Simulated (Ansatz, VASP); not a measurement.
**One calculation of TeO, two programs**

```
CELL_PARAMETERS angstrom
-1.93126 1.93126 5.89734
1.93126 -1.93126 5.89734
1.93126 1.93126 -5.89734
ATOMIC_POSITIONS crystal
Te 0.13785 0.13785 0.00000
Te 0.86215 0.86215 0.00000
O 0.29766 0.29766 0.00000
O 0.70234 0.70234 0.00000
```

Change from the starting cell: species swapped into the HgF type (I4/mmm, No. 139).

Alike in both runs: functional PBE; k mesh 7 × 7 × 7; occupations gaussian, width 0.2 eV; no spin polarisation.

Ansatz relaxed the structure, and its values are those at the end. VASP's run is a single point on that final structure, the one shown.

```csv
,VASP,Ansatz
version,VASP 6.6.1,Ansatz 0.2.0
potentials or method,"VASP PAW PBE potentials, release 64 (Te, O), cutoff 600 eV","scalar-relativistic, plane waves, PAW"
valence electrons in the cell,24,44
```

```csv
,VASP,Ansatz,Ansatz less VASP
gap on the k mesh at the Fermi level (eV),none,none,-
pressure (GPa),0.6,0.6,+0.04
rms of the force components (eV/Å),0.059,0.013,-0.0464
```

A gap of «none» marks a metal or a gap that the smearing closes. The functional is the same, so the differences come from potentials, cutoffs and numerics. VASP's potentials hold 24 valence electrons a cell and Ansatz's 44, so a difference there can come from the potentials and not from the codes.

Spin-orbit coupling is off throughout.
